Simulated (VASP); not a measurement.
# ZrB2 (P6/mmm) in VASP: notebook, part 2 of 2

VASP 6.6.1. Earlier steps stand in the parts before.

**5. Single point, PBEsol**

This run uses another cell than the first one, of 10.25 Å³/atom, 1.064 times its volume.

INCAR reads:

```
PREC = Accurate ; ENCUT = 520
EDIFF = 1E-6 ; ISMEAR = 1
SIGMA = 0.15 ; LREAL = False
LASPH = True ; NELM = 80
ALGO = Normal ; ISIF = 2
LWAVE = False ; LCHARG = False
GGA = PS ; NBANDS = 16
```

KPOINTS reads:

```
regular mesh
0
Gamma
  10 10 8
```

POSCAR reads:

```
ZrB2
1.0
    3.1700000000      0.0000000000      0.0000000000
   -1.5850000000      2.7453010000      0.0000000000
    0.0000000000      0.0000000000      3.5330000000
Zr B
1 2
Direct
    0.0000000000      0.0000000000      0.0000000000
    0.3333333333      0.6666666667      0.5000000000
    0.6666666667      0.3333333333      0.5000000000
```

Potentials or basis: VASP PAW PBE potentials, release 64 (Zr_sv, B).

On the command line:

```sh
> cat potpaw_PBE.64/Zr_sv/POTCAR potpaw_PBE.64/B/POTCAR > POTCAR
> mpirun -np 1 vasp_std > vasp.out
```

OUTCAR:

```text
PREC = Accurate
   ENCUT = 520
   EDIFF = 1E-6
   ISMEAR = 1
   LREAL = False
   LASPH = True
   NELM = 80
   ISIF = 2
   GGA = PS

 ion  position               nearest neighbor table
   1  0.000  0.000  0.000-   2 2.54   3 2.54   2 2.54   3 2.54   3 2.54   3 2.54   2 2.54   2 2.54
                             3 2.54   3 2.54   2 2.54   2 2.54
   2  0.333  0.667  0.500-   3 1.83   3 1.83   3 1.83   1 2.54   1 2.54   1 2.54   1 2.54   1 2.54
                             1 2.54
   3  0.667  0.333  0.500-   2 1.83   2 1.83   2 1.83   1 2.54   1 2.54   1 2.54   1 2.54   1 2.54
                             1 2.54

  LATTYP: Found a hexagonal cell.
 ALAT       =     3.1700000000
 C/A-ratio  =     1.1145110410

  Lattice vectors:

 A1 = (   3.1700000000,   0.0000000000,   0.0000000000)
 A2 = (  -1.5850000000,   2.7453010000,   0.0000000000)
 A3 = (   0.0000000000,   0.0000000000,   3.5330000000)

Analysis of symmetry for initial positions (statically):
=====================================================================
 Subroutine PRICEL returns:
 Original cell was already a primitive cell.

 Routine SETGRP: Setting up the symmetry group for a
 hexagonal supercell.

 Subroutine GETGRP returns: Found 24 space group operations
 (whereof 24 operations were pure point group operations)
 out of a pool of 24 trial point group operations.

The static configuration has the point symmetry D_6h.

Analysis of symmetry for dynamics (positions and initial velocities):
=====================================================================
 Subroutine PRICEL returns:
 Original cell was already a primitive cell.

 Routine SETGRP: Setting up the symmetry group for a
 hexagonal supercell.

 Subroutine GETGRP returns: Found 24 space group operations
 (whereof 24 operations were pure point group operations)
 out of a pool of 24 trial point group operations.

The dynamic configuration has the point symmetry D_6h.

 Subroutine INISYM returns: Found 24 space group operations
 (whereof 24 operations are pure point group operations),
 and found     1 'primitive' translations

[... 118 lines left out ...]
  Fermi-wavevector in a.u.,A,eV,Ry     =   1.369519  2.588016 25.518844  1.875582
  Thomas-Fermi vector in A             =   2.495387
   LORBIT       =      0    0 simple, 1 ext, 2 COOP (PROOUT), +10 PAW based schemes
   GGA     = PS    functional components
   LHFCALC =     F    Hartree Fock is set to
   AEXX    =    0.0000 exact exchange contribution
   IVDW    =     0    specifies the selected vdW correction
   LEPSILON=     F    determine dielectric tensor
   LRPA    =     F    only Hartree local field effects (RPA)
 non-spin polarized calculation
 Methfessel and Paxton  Order N= 1 SIGMA  =   0.15
  energy-cutoff  :      520.00
  volume of cell :       30.75
 maximum number of plane-waves:       844
 NGX is ok and might be reduce to    24
   NGX = 11   NGY = 11   NGZ = 13

 number of electron      18.0000000 magnetization

 Free energy of the ion-electron system (eV)
  ---------------------------------------------------
  ext. energy  EPLUGINS =         0.00000000
  ---------------------------------------------------
  free energy    TOTEN  =       -26.39320930 eV

  energy without entropy =      -26.39347614  energy(sigma->0) =      -26.39329825

 E-fermi :  10.3212     XC(G=0): -12.5381

 val. band max:       10.2880012651   @ k =   0.2000   0.2000   0.1250
 cond. band min:      10.4874182916   @ k =   0.1000  -0.0000   0.5000
 fundamental gap:      0.1994170264
 Fermi energy:        10.3211684515

 k-point     1 :       0.0000    0.0000    0.0000
  band No.  band energies     occupation
      1     -38.0818      2.00000
      2     -16.3024      2.00000
      3     -15.7460      2.00000
      4     -15.7460      2.00000
      5      -2.2676      2.00000
      6       7.8046      2.00000
[... 433 lines left out ...]
      3     -16.1704      2.00000
      4     -16.0111      2.00000
      5       1.2020      2.00000
      6       2.4534      2.00000
[... 8 lines left out ...]
     15      18.7381      0.00000
     16      20.5466      0.00000

 [... further k-points ...]

------------------------ aborting loop because EDIFF is reached ----------------------------------------

  FORCE on cell =-STRESS in cart. coord.  units (eV):
  Direction    XX          YY          ZZ          XY          YZ          ZX
  --------------------------------------------------------------------------------------
  -------------------------------------------------------------------------------------
  Total       -0.7209219     -0.7209221     -0.7228512      0.0000000      0.0000000      0.0000000
  in kB      -37.5669495    -37.5669623    -37.6674861      0.0000000      0.0000000      0.0000000
  external PRESSURE =     -37.6004660 kB  Pullay stress =       0.0000000 kB

 VOLUME and BASIS-vectors are now :
 -----------------------------------------------------------------------------
  energy-cutoff  :      520.00
  volume of cell :       30.75
      direct lattice vectors                 reciprocal lattice vectors
     3.170000000  0.000000000  0.000000000     0.315457413  0.182129391  0.000000000
    -1.585000000  2.745301000  0.000000000     0.000000000  0.364258783  0.000000000
     0.000000000  0.000000000  3.533000000     0.000000000  0.000000000  0.283045570

 POSITION                                       TOTAL-FORCE (eV/Angst)
 -----------------------------------------------------------------------------------
      0.00000      0.00000      0.00000        -0.000000      0.000000      0.000000
     -0.00000      1.83020      1.76650         0.000000      0.000000      0.000000
      1.58500      0.91510      1.76650        -0.000000     -0.000000      0.000000
 -----------------------------------------------------------------------------------
    total drift:                               -0.000000      0.000000      0.000000

  FREE ENERGIE OF THE ION-ELECTRON SYSTEM (eV)
  ---------------------------------------------------
  free  energy   TOTEN  =       -26.3932092974 eV

  energy  without entropy=      -26.3934761425  energy(sigma->0) =      -26.39329825
```

It took 20 s on 1 thread of Intel Xeon 6975P-C, shared host; peak memory 0.17 GiB.

What came out:

```
Free energy            : -26.3932 eV
Pressure               : -3.8 GPa
Band gap on the k mesh : zero (band 9 reaches 10.99 eV, above the bottom of band 10 at 10.18 eV)
```

Caveat: the PAW data sets were made with another functional, which shifts forces and pressure a little.

**6. Single point, PBEsol**

This run uses another cell than the first one, of 10.45 Å³/atom, 1.085 times its volume.

INCAR reads:

```
SYSTEM = ZrB2
ALGO = Normal ; EDIFF = 1E-6
ENCUT = 520 ; GGA = PS
ISIF = 2 ; ISMEAR = 1
LASPH = .True. ; LCHARG = .True.
LELF = .True. ; LREAL = .False.
LVHAR = .True. ; LWAVE = .False.
NBANDS = 16 ; NELM = 80
PREC = Accurate ; SIGMA = 0.15
```

KPOINTS reads:

```
k-points
0
Gamma
  10 10 8
  0 0 0
```

POSCAR reads:

```
ZrB2
1.0
    3.1909939893      0.0000000000      0.0000000000
   -1.5954969947      2.7634823312      0.0000000000
    0.0000000000      0.0000000000      3.5563980329
Zr B
1 2
Direct
    0.0000000000      0.0000000000      0.0000000000
    0.3333333333      0.6666666667      0.5000000000
    0.6666666667      0.3333333333      0.5000000000
```

Potentials or basis: VASP PAW PBE potentials, release 64 (Zr_sv, B).

On the command line:

```sh
> cat potpaw_PBE.64/Zr_sv/POTCAR potpaw_PBE.64/B/POTCAR > POTCAR
> mpirun -np 1 vasp_std > vasp.out
```

Wall time 17 s (1 thread of Intel Xeon 6975P-C, shared host); peak memory 0.17 GiB.

It converged, with:

```
Free energy            : -26.3705 eV
Pressure               : -8.2 GPa
Band gap on the k mesh : zero (band 9 reaches 10.76 eV, above the bottom of band 10 at 9.98 eV)
```

Stress tensor (GPa, compression positive):
```
-8.38  0.00  0.00
 0.00 -8.38  0.00
 0.00  0.00 -7.97
```

Levels at points of the mesh, in eV from the Fermi level:
```
           k point  band 5  band 6  band 7  band 8  band 9  band 10  band 11  band 12  band 13  band 14
(0.00, 0.00, 0.00)  -12.50   -2.48   -2.48   -2.48   -2.23     3.40     3.40     4.20     4.20     4.88
(0.50, 0.00, 0.00)   -8.76   -8.34   -3.73   -2.91   -2.56     2.32     2.34     4.91     4.98     6.47
(0.00, 0.00, 0.50)  -10.51   -6.82   -0.82   -0.82    0.41     0.41     0.85     0.85     1.88     5.11
(0.50, 0.00, 0.50)   -9.69   -6.83   -4.43   -3.98   -1.93     3.73     4.09     5.28     6.19     6.44
```

Caveat: the PAW data sets were made with another functional, which shifts forces and pressure a little.

**7. Overview**

| cell | gap on the mesh (eV) | pressure (GPa) |
| --- | --- | --- |
| a = 3.105, b = 3.105, c = 3.461 Å, angles 90.0, 90.0, 120.0°, 3 atoms | none | 12.7 |
| a = 3.127, b = 3.127, c = 3.485 Å, angles 90.0, 90.0, 120.0°, 3 atoms | none | 6.7 |
| a = 3.149, b = 3.149, c = 3.509 Å, angles 90.0, 90.0, 120.0°, 3 atoms | none | 1.2 |
| a = 3.170, b = 3.170, c = 3.533 Å, angles 90.0, 90.0, 120.0°, 3 atoms | none | -3.8 |
| a = 3.191, b = 3.191, c = 3.556 Å, angles 90.0, 90.0, 120.0°, 3 atoms | none | -8.2 |

Alike in all rows: task single point; level PBEsol; potentials or basis VASP PAW PBE potentials, release 64 (Zr_sv, B); no spin polarisation; k mesh 10 × 10 × 8; cutoff (eV) 520; smearing methfessel-paxton 0.15 eV.

Caveats: the PAW data sets were made with another functional, which shifts forces and pressure a little.

Total energies depend on the potentials used, so only differences within one code and one set of settings carry meaning.
